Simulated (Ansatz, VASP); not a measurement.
## Two plane-wave programs on TlBr

POSCAR

```
TlBr
1.0
    3.9163453373      0.0000000000      0.0000000000
    0.0000000000      3.9163453373      0.0000000000
    0.0000000000      0.0000000000      3.9163453373
Tl Br
1 1
Direct
    0.0000000000      0.0000000000      0.0000000000
    0.5000000000      0.5000000000      0.5000000000
```

Contents of INCAR.step1:

```
PREC = Accurate ; ENCUT = 550
ISMEAR = 0 ; SIGMA = 0.05
LREAL = F ; LASPH = T
NELM = 200 ; MAGMOM = 0 0 0 0 0 0
LSORBIT = T ; GGA_COMPAT = F
NBANDS = 32 ; GGA = PE
ALGO = Normal ; EDIFF = 1E-5
LWAVE = T ; LCHARG = F
```

Contents of INCAR.step2:

```
PREC = Accurate ; ENCUT = 550
EDIFF = 1E-6 ; ISMEAR = 0
SIGMA = 0.05 ; LREAL = F
LASPH = T ; NELM = 200
ALGO = Normal ; ISIF = 2
LWAVE = F ; LCHARG = F
MAGMOM = 0 0 0 0 0 0 ; LORBIT = 11
LSORBIT = T ; GGA_COMPAT = F
LORBMOM = T ; METAGGA = R2SCAN
LMIXTAU = T ; NBANDS = 32
ISTART = 1
```

File KPOINTS:

```
regular mesh
0
Gamma
  6 6 6
```

Input for Ansatz:

```yaml
crystal:
  lattice:
    - [3.9163453373, 0.0, 0.0]
    - [0.0, 3.9163453373, 0.0]
    - [0.0, 0.0, 3.9163453373]
  atoms:
    - { symbol: Tl, position: [0.0, 0.0, 0.0] }
    - { symbol: Br, position: [0.5, 0.5, 0.5] }
basis:
  ecutwfc: 500
  ecutrho_ratio: 4
kpoints:
  mp_grid: { grid: [6, 6, 6] }
hamiltonian:
  xc: r2scan
scf:
  occupations: { method: gaussian, width: 0.05 }
output:
  forces: true
  stress: true
  eigenvalues: true
  populations: true
  topological_invariants: true
magnetization:
  noncollinear: true
  spin_orbit: true
```

Alike in both runs: task single point; functional r2SCAN; k mesh 6 × 6 × 6; occupations gaussian, width 0.05 eV; non-collinear spin, spin-orbit coupling.

```csv
,VASP,Ansatz
version,VASP 6.6.1,Ansatz 0.2.0
potentials or method,"VASP PAW PBE potentials, release 64 (Tl_d, Br), cutoff 550 eV","plane waves, PAW"
valence electrons in the cell,20,20
```

|  | VASP | Ansatz | Ansatz less VASP |
| --- | --- | --- | --- |
| pressure (GPa) | 1.6 | 1.6 | -0.06 |

VASP's potentials were made for PBE, not for r2SCAN.
